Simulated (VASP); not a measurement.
# TiAl (P-6m2) in VASP: further runs, part 2 of 3

VASP 6.6.1.

### Step 3. Single point, PBE

This run uses another cell than the first one, of 17.04 Å³/atom, 1.006 times its volume.

Contents of INCAR:

```
SYSTEM = TiAl
PREC = Accurate
ENCUT = 520
EDIFF = 1E-7
ISMEAR = 0
SIGMA = 0.15
LREAL = .False.
LASPH = .True.
NELM = 80
ALGO = Normal
ISIF = 2
LWAVE = .False.
LCHARG = .False.
GGA = PE
NBANDS = 14
```

Contents of KPOINTS:

```
regular mesh
0
Gamma
  18 18 10
  0 0 0
```

Contents of POSCAR:

```
TiAl
1.0
    2.8809683428      0.0000000000      0.0000000000
   -1.4404841714      2.4949917724      0.0000000000
    0.0000000000      0.0000000000      4.7414000000
Ti Al
1 1
Direct
    0.0000000000      0.0000000000      0.0000000000
    0.3333333333      0.6666666667      0.5000000000
```

Potentials or basis: VASP PAW PBE potentials, release 64 (Ti_sv, Al).

The run is started by

```bash
$ cat potpaw_PBE.64/Ti_sv/POTCAR potpaw_PBE.64/Al/POTCAR > POTCAR
$ mpirun -np 1 vasp_std > vasp.out
```

OUTCAR:

```text
SYSTEM = TiAl
   PREC = Accurate
   ENCUT = 520
   EDIFF = 1E-7
   ISMEAR = 0
   LREAL = .False.
   LASPH = .True.
   NELM = 80
   ISIF = 2
   GGA = PE

 ion  position               nearest neighbor table
   1  0.000  0.000  0.000-   2 2.90   2 2.90   2 2.90   2 2.90   2 2.90   2 2.90
   2  0.333  0.667  0.500-   1 2.90   1 2.90   1 2.90   1 2.90   1 2.90   1 2.90

  LATTYP: Found a hexagonal cell.
 ALAT       =     2.8809683428
 C/A-ratio  =     1.6457660883

  Lattice vectors:

 A1 = (   2.8809683428,   0.0000000000,   0.0000000000)
 A2 = (  -1.4404841714,   2.4949917724,   0.0000000000)
 A3 = (   0.0000000000,   0.0000000000,   4.7414000000)

Analysis of symmetry for initial positions (statically):
=====================================================================
 Subroutine PRICEL returns:
 Original cell was already a primitive cell.

 Routine SETGRP: Setting up the symmetry group for a
 hexagonal supercell.

 Subroutine GETGRP returns: Found 12 space group operations
 (whereof 12 operations were pure point group operations)
 out of a pool of 24 trial point group operations.

The static configuration has the point symmetry D_3h.

Analysis of symmetry for dynamics (positions and initial velocities):
=====================================================================
 Subroutine PRICEL returns:
 Original cell was already a primitive cell.

 Routine SETGRP: Setting up the symmetry group for a
 hexagonal supercell.

 Subroutine GETGRP returns: Found 12 space group operations
 (whereof 12 operations were pure point group operations)
 out of a pool of 24 trial point group operations.

The dynamic configuration has the point symmetry D_3h.

 Subroutine INISYM returns: Found 12 space group operations
 (whereof 12 operations are pure point group operations),
 and found     1 'primitive' translations

----------------------------------------------------------------------------------------

                                     Primitive cell

  volume of cell :      34.0811

  direct lattice vectors                    reciprocal lattice vectors
     2.880968343  0.000000000  0.000000000     0.347105515  0.200401462  0.000000000
    -1.440484171  2.494991772  0.000000000     0.000000000  0.400802925  0.000000000
     0.000000000  0.000000000  4.741400000     0.000000000  0.000000000  0.210908171

  length of vectors
     2.880968343  2.880968343  4.741400000     0.400802925  0.400802925  0.210908171

  position of ions in fractional coordinates (direct lattice)
     0.000000000  0.000000000  0.000000000
     0.333333333  0.666666667  0.500000000

  ion indices of the primitive-cell ions
   primitive index   ion index
                 1           1
                 2           2

----------------------------------------------------------------------------------------

 KPOINTS: regular mesh

Automatic generation of k-mesh.
 Grid dimensions read from file:
 generate k-points for:   18   18   10

 Generating k-lattice:

  Cartesian coordinates                     Fractional coordinates (reciprocal lattice)
     0.019283640  0.011133415  0.000000000     0.055555556  0.000000000  0.000000000
     0.000000000  0.022266829  0.000000000     0.000000000  0.055555556  0.000000000
     0.000000000  0.000000000  0.021090817     0.000000000  0.000000000  0.100000000

  Length of vectors
     0.022266829  0.022266829  0.021090817

  Shift w.r.t. Gamma in fractional coordinates (k-lattice)
     0.000000000  0.000000000  0.000000000

 Subroutine IBZKPT returns following result:
 ===========================================

 Found    222 irreducible k-points:

 Following reciprocal coordinates:
            Coordinates               Weight
  0.000000  0.000000  0.000000      1.000000
  0.055556 -0.000000  0.000000      6.000000
  0.111111 -0.000000  0.000000      6.000000
  0.166667 -0.000000  0.000000      6.000000
  0.222222  0.000000  0.000000      6.000000
  0.277778 -0.000000  0.000000      6.000000
[... 16 lines left out ...]
  0.333333  0.111111  0.000000     12.000000
  0.388889  0.111111  0.000000     12.000000
 [... further k-points ...]
   k-points           NKPTS =    222   k-points in BZ     NKDIM =    222   number of bands    NBANDS=     14
   number of dos      NEDOS =    301   number of ions     NIONS =      2
   total plane-waves  NPLWV =  20736
   dimension x,y,z NGX =    24 NGY =   24 NGZ =   36
   dimension x,y,z NGXF=    48 NGYF=   48 NGZF=   72
   ions per type =               1   1
   NGX,Y,Z   is equivalent  to a cutoff of  13.85, 13.85, 12.62 a.u.
   NGXF,Y,Z  is equivalent  to a cutoff of  27.70, 27.70, 25.25 a.u.
 SYSTEM =  TiAl
   PREC   = accura    normal or accurate (medium, high low for compatibility)
   ISTART =      0    job   : 0-new  1-cont  2-samecut
   ICHARG =      2    charge: 1-file 2-atom 10-const
   ISPIN  =      1    spin polarized calculation?
   LNONCOLLINEAR =      F non collinear calculations
   LSORBIT =      F    spin-orbit coupling
   LASPH  =      T    aspherical Exc in radial PAW
   ENCUT  =  520.0 eV  38.22 Ry    6.18 a.u.   5.36  5.36  8.82*2*pi/ulx,y,z
   NELM   =     80;   NELMIN=  2; NELMDL= -5     # of ELM steps
   EDIFF  = 0.1E-06   stopping-criterion for ELM
   LREAL  =      F    real-space projection
   EDIFFG = 0.1E-05   stopping-criterion for IOM
   NSW    =      0    number of steps for IOM
   IBRION =     -1    ionic relax: 0-MD 1-quasi-New 2-CG
   NFREE  =      0    steps in history (QN), initial steepest desc. (CG)
   ISIF   =      2    stress and relaxation
   ISYM   =      2    0-nonsym 1-usesym 2-fastsym
   POTIM  = 0.5000    time-step for ionic-motion
   TEBEG  =    0.0;   TEEND  =   0.0 temperature during run
   PSTRESS=    0.0 pullay stress
   NELECT =      15.0000    total number of electrons
   NUPDOWN=      -1.0000    fix difference up-down
   EMIN   =  10.00;   EMAX   =-10.00  energy-range for DOS
   EFERMI =   0.00;   METHOD = LEGACY
   ISMEAR =     0;   SIGMA  =   0.15  broadening in eV -4-tet -1-fermi 0-gaus
   EFERMI_NEDOS =   21; number of points for ismear=-14 and -15
   IALGO  =     38    algorithm
   IMIX   =      4    mixing-type and parameters
     AMIX     =   0.40;   BMIX     =  1.00
     AMIX_MAG =   1.60;   BMIX_MAG =  1.00
  volume/ion in A,a.u.               =      17.04       115.00
  Fermi-wavevector in a.u.,A,eV,Ry     =   1.245280  2.353239 21.098874  1.550724
  Thomas-Fermi vector in A             =   2.379510
   LORBIT       =      0    0 simple, 1 ext, 2 COOP (PROOUT), +10 PAW based schemes
   GGA     = PE    functional components
   LHFCALC =     F    Hartree Fock is set to
   AEXX    =    0.0000 exact exchange contribution
   IVDW    =     0    specifies the selected vdW correction
   LEPSILON=     F    determine dielectric tensor
   LRPA    =     F    only Hartree local field effects (RPA)
 non-spin polarized calculation
 Gauss-broadening in eV      SIGMA  =   0.15
  energy-cutoff  :      520.00
  volume of cell :       34.08
 maximum number of plane-waves:       941
 NGX is ok and might be reduce to    24
   NGX = 11   NGY = 11   NGZ = 17

 number of electron      14.9999997 magnetization

 Free energy of the ion-electron system (eV)
  ---------------------------------------------------
  ext. energy  EPLUGINS =         0.00000000
  ---------------------------------------------------
  free energy    TOTEN  =       -12.08911092 eV

  energy without entropy =      -12.06136220  energy(sigma->0) =      -12.07523656

 E-fermi :   7.6434     XC(G=0): -10.8351

 val. band max:        7.6429670944   @ k =   0.3333   0.2778   0.3000
 cond. band min:       7.6436301904   @ k =   0.3333   0.3333   0.5000
 fundamental gap:      0.0006630960
 Fermi energy:         7.6433796018

 k-point     1 :       0.0000    0.0000    0.0000
  band No.  band energies     occupation
      1     -48.9386      2.00000
      2     -25.2540      2.00000
      3     -24.8512      2.00000
      4     -24.8512      2.00000
      5      -1.2000      2.00000
      6       5.3311      2.00000
      7       5.7486      2.00000
      8       8.8950      0.00000
      9       8.8950      0.00000
     10      10.3545      0.00000
     11      10.3545      0.00000
     12      11.3199      0.00000
     13      20.4385      0.00000
     14      20.4385      0.00000
[... 375 lines left out ...]
 k-point    24 :       0.3889    0.1111    0.0000
  band No.  band energies     occupation
      1     -48.8494      2.00000
      2     -25.3626      2.00000
      3     -25.1658      2.00000
      4     -25.0138      2.00000
      5       3.4830      2.00000
      6       5.7218      2.00000
      7       6.2840      2.00000
      8       6.8969      2.00000
      9       9.2138      0.00000
     10      10.6195      0.00000
     11      11.5209      0.00000
     12      12.1510      0.00000
     13      13.0478      0.00000
     14      13.9323      0.00000

 [... further k-points ...]
[... 5 lines left out ...]
  --------------------------------------------------------------------------------------
  -------------------------------------------------------------------------------------
  Total       -0.2608969     -0.2608969     -0.9104897      0.0000000      0.0000000      0.0000000
  in kB      -12.2649342    -12.2649342    -42.8027273      0.0000000      0.0000000      0.0000000
  external PRESSURE =     -22.4441986 kB  Pullay stress =       0.0000000 kB

 VOLUME and BASIS-vectors are now :
 -----------------------------------------------------------------------------
  energy-cutoff  :      520.00
  volume of cell :       34.08
      direct lattice vectors                 reciprocal lattice vectors
     2.880968343  0.000000000  0.000000000     0.347105515  0.200401462  0.000000000
    -1.440484171  2.494991772  0.000000000     0.000000000  0.400802925  0.000000000
     0.000000000  0.000000000  4.741400000     0.000000000  0.000000000  0.210908171

 POSITION                                       TOTAL-FORCE (eV/Angst)
 -----------------------------------------------------------------------------------
      0.00000      0.00000      0.00000         0.000000     -0.000000      0.000000
     -0.00000      1.66333      2.37070        -0.000000      0.000000      0.000000
 -----------------------------------------------------------------------------------
    total drift:                                0.000000     -0.000000      0.000000

  FREE ENERGIE OF THE ION-ELECTRON SYSTEM (eV)
  ---------------------------------------------------
  free  energy   TOTEN  =       -12.0891109164 eV

  energy  without entropy=      -12.0613622030  energy(sigma->0) =      -12.07523656
```

stdout:

```text
POSCAR found type information on POSCAR TiAl
 POSCAR found :  2 types and       2 ions
 scaLAPACK will be used
 LDA part: xc-table for (Slater+PW92), standard interpolation
 POSCAR, INCAR and KPOINTS ok, starting setup
 FFT: planning ... GRIDC
 FFT: planning ... GRID_SOFT
 FFT: planning ... GRID
 WAVECAR not read
 entering main loop
```

It took 33 s on 1 thread of Intel Xeon 6975P-C (Granite Rapids), shared host; peak memory 0.23 GiB.

Results:

| Quantity | Value |
| --- | --- |
| Free energy | -12.0891 eV |
| Pressure | -2.2 GPa |

Stress tensor (GPa, compression positive):
```
-1.23  0.00  0.00
 0.00 -1.23  0.00
 0.00  0.00 -4.28
```

(Part 2 of 3 ends here.)
